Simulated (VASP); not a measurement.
# SnO2 in VASP: a series of runs, part 2 of 2

VASP 6.6.1.

### Step 3. Single point, r2SCAN

This run uses another cell than the first one, of 10.84 Å³/atom, 0.952 times its volume.

The input, POSCAR:

```
SnO2
1.0
    0.0000000000      2.5334669716      2.5334669716
    2.5334669716      0.0000000000      2.5334669716
    2.5334669716      2.5334669716      0.0000000000
Sn O
1 2
Direct
    0.0000000000      0.0000000000      0.0000000000
    0.2500000000      0.2500000000      0.2500000000
    0.7500000000      0.7500000000      0.7500000000
```

The input, INCAR.step1:

```
SYSTEM = SnO2
PREC = Accurate
ENCUT = 910
ISMEAR = 0
SIGMA = 0.01
LREAL = .FALSE.
LASPH = .TRUE.
NELM = 120
NBANDS = 20
GGA = PE
ALGO = Normal
EDIFF = 1E-5
LWAVE = .TRUE.
LCHARG = .FALSE.
GGA_COMPAT = .FALSE.
```

The input, INCAR.step2:

```
SYSTEM = SnO2
PREC = Accurate
ENCUT = 910
EDIFF = 1E-6
ISMEAR = 0
SIGMA = 0.01
LREAL = .FALSE.
LASPH = .TRUE.
NELM = 120
ALGO = Normal
ISIF = 2
LWAVE = .FALSE.
LCHARG = .FALSE.
METAGGA = R2SCAN
LMIXTAU = .TRUE.
NBANDS = 20
ISTART = 1
GGA_COMPAT = .FALSE.
```

The input, KPOINTS:

```
Automatic mesh
0
G
  8 8 8
  0 0 0
```

Potentials or basis: VASP PAW PBE potentials, release 64 (Sn_d, O_h).

Run with:

```bash
> cat potpaw_PBE.64/Sn_d/POTCAR potpaw_PBE.64/O_h/POTCAR > POTCAR
> cp INCAR.step1 INCAR
> mpirun -np 1 vasp_std > vasp.out
> cp INCAR.step2 INCAR
> mpirun -np 1 vasp_std > vasp.out
```

OUTCAR:

```text
SYSTEM = SnO2
   PREC = Accurate
   ENCUT = 910
   EDIFF = 1E-6
   ISMEAR = 0
   LREAL = .FALSE.
   LASPH = .TRUE.
   NELM = 120
   ISIF = 2
   METAGGA = R2SCAN
   ISTART = 1

 ion  position               nearest neighbor table
   1  0.000  0.000  0.000-   3 2.19   3 2.19   3 2.19   2 2.19   3 2.19   2 2.19   2 2.19   2 2.19

   2  0.250  0.250  0.250-   1 2.19   1 2.19   1 2.19   1 2.19
   3  0.750  0.750  0.750-   1 2.19   1 2.19   1 2.19   1 2.19

  LATTYP: Found a face centered cubic cell.
 ALAT       =     5.0669339432

  Lattice vectors:

 A1 = (   0.0000000000,   2.5334669716,   2.5334669716)
 A2 = (   2.5334669716,   0.0000000000,   2.5334669716)
 A3 = (   2.5334669716,   2.5334669716,   0.0000000000)

Analysis of symmetry for initial positions (statically):
=====================================================================
 Subroutine PRICEL returns:
 Original cell was already a primitive cell.

 Routine SETGRP: Setting up the symmetry group for a
 face centered cubic supercell.

 Subroutine GETGRP returns: Found 48 space group operations
 (whereof 48 operations were pure point group operations)
 out of a pool of 48 trial point group operations.

The static configuration has the point symmetry O_h .

Analysis of symmetry for dynamics (positions and initial velocities):
=====================================================================
 Subroutine PRICEL returns:
 Original cell was already a primitive cell.

 Routine SETGRP: Setting up the symmetry group for a
 face centered cubic supercell.

 Subroutine GETGRP returns: Found 48 space group operations
 (whereof 48 operations were pure point group operations)
 out of a pool of 48 trial point group operations.

[... 108 lines left out ...]
   ISIF   =      2    stress and relaxation
   ISYM   =      2    0-nonsym 1-usesym 2-fastsym
   POTIM  = 0.5000    time-step for ionic-motion
   TEBEG  =    0.0;   TEEND  =   0.0 temperature during run
   PSTRESS=    0.0 pullay stress
   NELECT =      26.0000    total number of electrons
   NUPDOWN=      -1.0000    fix difference up-down
   EMIN   =  10.00;   EMAX   =-10.00  energy-range for DOS
   EFERMI =   0.00;   METHOD = LEGACY
   ISMEAR =     0;   SIGMA  =   0.01  broadening in eV -4-tet -1-fermi 0-gaus
   EFERMI_NEDOS =   21; number of points for ismear=-14 and -15
   IALGO  =     38    algorithm
   IMIX   =      4    mixing-type and parameters
     AMIX     =   0.40;   BMIX     =  1.00
     AMIX_MAG =   1.60;   BMIX_MAG =  1.00
  volume/ion in A,a.u.               =      10.84        73.16
  Fermi-wavevector in a.u.,A,eV,Ry     =   1.519407  2.871262 31.410365  2.308597
  Thomas-Fermi vector in A             =   2.628397
   LORBIT       =      0    0 simple, 1 ext, 2 COOP (PROOUT), +10 PAW based schemes
   METAGGA = R2SCAN    functional components
   LHFCALC =     F    Hartree Fock is set to
   AEXX    =    0.0000 exact exchange contribution
   IVDW    =     0    specifies the selected vdW correction
   LEPSILON=     F    determine dielectric tensor
   LRPA    =     F    only Hartree local field effects (RPA)
 non-spin polarized calculation
 Gauss-broadening in eV      SIGMA  =   0.01
  energy-cutoff  :      910.00
  volume of cell :       32.52
 maximum number of plane-waves:      2085
   NGX = 17   NGY = 17   NGZ = 17

 number of electron      26.0000001 magnetization

 Free energy of the ion-electron system (eV)
  ---------------------------------------------------
  ext. energy  EPLUGINS =         0.00000000
  ---------------------------------------------------
  free energy    TOTEN  =       -41.50362100 eV

  energy without entropy =      -41.50362100  energy(sigma->0) =      -41.50362100

 E-fermi :   8.2434     XC(G=0): -12.7719

 val. band max:        8.1751864253   @ k =  -0.2500   0.5000   0.2500
 cond. band min:       9.0352016186   @ k =   0.0000   0.0000   0.0000
 fundamental gap:      0.8600151933
 Fermi energy:         8.2433922256

 k-point     1 :       0.0000    0.0000    0.0000
  band No.  band energies     occupation
      1     -12.9730      2.00000
      2     -12.9730      2.00000
      3     -12.9730      2.00000
      4     -12.7851      2.00000
      5     -12.7851      2.00000
      6     -12.5137      2.00000
[... 541 lines left out ...]
     19      24.9528      0.00000
     20      28.7041      0.00000

 [... further k-points ...]
[... 5 lines left out ...]
  --------------------------------------------------------------------------------------
  -------------------------------------------------------------------------------------
  Total        0.2038877      0.2038877      0.2038877     -0.0000000     -0.0000000      0.0000000
  in kB       10.0444426     10.0444426     10.0444426     -0.0000000     -0.0000000      0.0000000
  external PRESSURE =      10.0444426 kB  Pullay stress =       0.0000000 kB

 VOLUME and BASIS-vectors are now :
 -----------------------------------------------------------------------------
  energy-cutoff  :      910.00
  volume of cell :       32.52
      direct lattice vectors                 reciprocal lattice vectors
     0.000000000  2.533466972  2.533466972    -0.197358010  0.197358010  0.197358010
     2.533466972  0.000000000  2.533466972     0.197358010 -0.197358010  0.197358010
     2.533466972  2.533466972  0.000000000     0.197358010  0.197358010 -0.197358010

 POSITION                                       TOTAL-FORCE (eV/Angst)
 -----------------------------------------------------------------------------------
      0.00000      0.00000      0.00000        -0.000000     -0.000000     -0.000000
      1.26673      1.26673      1.26673        -0.000000      0.000000      0.000000
      3.80020      3.80020      3.80020         0.000000      0.000000      0.000000
 -----------------------------------------------------------------------------------
    total drift:                                0.000000      0.000000      0.000000

  FREE ENERGIE OF THE ION-ELECTRON SYSTEM (eV)
  ---------------------------------------------------
  free  energy   TOTEN  =       -41.5036209955 eV

  energy  without entropy=      -41.5036209955  energy(sigma->0) =      -41.50362100
```

OUTCAR.step1:

```text
SYSTEM = SnO2
   PREC = Accurate
   ENCUT = 910
   ISMEAR = 0
   LREAL = .FALSE.
   LASPH = .TRUE.
   NELM = 120
[... 776 lines left out ...]
      0.00000      0.00000      0.00000         0.000000     -0.000000     -0.000000
      1.26673      1.26673      1.26673        -0.000000     -0.000000     -0.000000
      3.80020      3.80020      3.80020         0.000000      0.000000      0.000000
 -----------------------------------------------------------------------------------
    total drift:                                0.000000      0.000000      0.000000

  FREE ENERGIE OF THE ION-ELECTRON SYSTEM (eV)
  ---------------------------------------------------
  free  energy   TOTEN  =       -17.8831546404 eV

  energy  without entropy=      -17.8831546404  energy(sigma->0) =      -17.88315464
```

Run time: 2.5 min. Hardware: 1 thread of Intel Xeon Platinum 8488C (Sapphire Rapids), shared host; peak memory 0.23 GiB.

Results:

```yaml
Free_energy: -41.5036 eV
Pressure: 1.0 GPa
Band_gap_on_the_k_mesh: 0.86 eV, indirect (least direct gap 2.29 eV)
```

Levels at points of the mesh, in eV from the valence-band top:
```tsv
k point	band 10	band 11	band 12	band 13	band 14	band 15	band 16	band 17
(0.00, 0.00, 0.00)	-3.03	-1.43	-1.43	-1.43	0.86	7.90	7.90	7.90
(0.50, 0.00, 0.00)	-3.47	-3.47	-2.20	-2.20	5.54	8.62	11.41	11.41
(0.50, 0.50, 0.00)	-5.65	-0.21	-0.21	-0.13	3.86	8.10	10.49	13.37
```

Caveat: the cutoff is under 1.25 times the usual one of these potentials, so pressure, stress and relaxed cells hold a basis-set (Pulay) error; the PAW data sets were made with another functional, which shifts forces and pressure a little; spin-orbit coupling is left out, which moves the levels of the heavy elements. A k mesh can miss the band edges.

### Step 4. Single point, r2SCAN (uniaxial x strain +5.0%)

The input, POSCAR:

```
SnO2
1.0
    0.0000000000      2.5334669716      2.5334669716
    2.6601403202      0.0000000000      2.5334669716
    2.6601403202      2.5334669716      0.0000000000
Sn O
1 2
Direct
    0.0000000000      0.0000000000      0.0000000000
    0.2500000000      0.2500000000      0.2500000000
    0.7500000000      0.7500000000      0.7500000000
```

The input, INCAR.step1:

```
  PREC = Accurate
  ENCUT = 910
  ISMEAR = -1
  SIGMA = 0.02
  LREAL = False
  LASPH = True
  NELM = 120
  NBANDS = 20
  GGA = PE
  ALGO = Normal
  EDIFF = 1E-5
  LWAVE = True
  LCHARG = False
  GGA_COMPAT = False
```

The input, INCAR.step2:

```
  PREC = Accurate
  ENCUT = 910
  EDIFF = 1E-6
  ISMEAR = -1
  SIGMA = 0.02
  LREAL = False
  LASPH = True
  NELM = 120
  ALGO = Normal
  ISIF = 2
  LWAVE = False
  LCHARG = False
  METAGGA = R2SCAN
  LMIXTAU = True
  NBANDS = 20
  ISTART = 1
  GGA_COMPAT = False
```

The input, KPOINTS:

```
Automatic mesh
0
Gamma
  8 8 8
```

Run with:

```bash
> cat potpaw_PBE.64/Sn_d/POTCAR potpaw_PBE.64/O_h/POTCAR > POTCAR
> cp INCAR.step1 INCAR
> mpirun -np 1 vasp_std > vasp.out
> cp INCAR.step2 INCAR
> mpirun -np 1 vasp_std > vasp.out
```

Run time: 3.6 min. Hardware: 1 thread of Intel Xeon Platinum 8259CL at 2.50GHz (Skylake/Cascade Lake), shared host; peak memory 0.27 GiB.

It converged, with:

```
Free energy            : -41.3879 eV
Pressure               : -8.8 GPa
Band gap on the k mesh : 0.08 eV, indirect (least direct gap 1.34 eV)
```

Stress tensor (GPa, compression positive):
```
-23.55   0.00   0.00
  0.00  -1.39   0.00
  0.00   0.00  -1.39
```

Levels at points of the mesh, in eV from the valence-band top:
```tsv
k point	band 9	band 10	band 11	band 12	band 13	band 14	band 15	band 16	band 17	band 18
(0.00, 0.00, 0.00)	-3.15	-2.94	-2.08	-1.26	-1.26	0.08	7.40	7.40	7.74	13.33
(0.50, 0.00, 0.00)	-4.02	-3.55	-3.31	-2.35	-2.20	4.82	8.07	10.68	10.84	15.63
(0.50, 0.50, 0.00)	-5.65	-5.55	-0.74	-0.15	-0.11	3.13	7.19	10.07	12.35	12.78
(0.00, 0.50, 0.50)	-5.38	-5.38	-0.61	-0.27	-0.27	3.86	7.79	9.85	12.37	12.37
```

Caveat: the cell differs from its parent crystal (uniaxial x strain +5.0%); the cutoff is under 1.25 times the usual one of these potentials, so pressure, stress and relaxed cells hold a basis-set (Pulay) error; the PAW data sets were made with another functional, which shifts forces and pressure a little; spin-orbit coupling is left out, which moves the levels of the heavy elements.

### Step 5. Summary

```tsv
potentials or basis	cell	cutoff (eV)	smearing	second run	gap on the mesh (eV)	pressure (GPa)
VASP PAW PBE potentials, release 64 (Sn_d, O)	a = 3.583, b = 3.674, c = 3.674 Å, angles 58.4, 60.8, 60.8°, 3 atoms	520	fermi-dirac 0.02 eV	-	0.08	-8.5
VASP PAW PBE potentials, release 64 (Sn_d, O_h)	a = 3.583 Å, angles 60.0°, 3 atoms	910	gaussian 0.01 eV	hard_potentials	0.86	1.0
VASP PAW PBE potentials, release 64 (Sn_d, O_h)	a = 3.583, b = 3.674, c = 3.674 Å, angles 58.4, 60.8, 60.8°, 3 atoms	910	fermi-dirac 0.02 eV	hard_potentials	0.08	-8.8
```

Alike in all rows: task single point; level r2SCAN; no spin polarisation; k mesh 8 × 8 × 8.

Caveats: the PAW data sets were made with another functional, which shifts forces and pressure a little; spin-orbit coupling is left out, which moves the levels of the heavy elements; the cutoff is under 1.25 times the usual one of these potentials, so pressure, stress and relaxed cells hold a basis-set (Pulay) error (some runs).

Absolute energies hang on the potentials; compare differences alone.
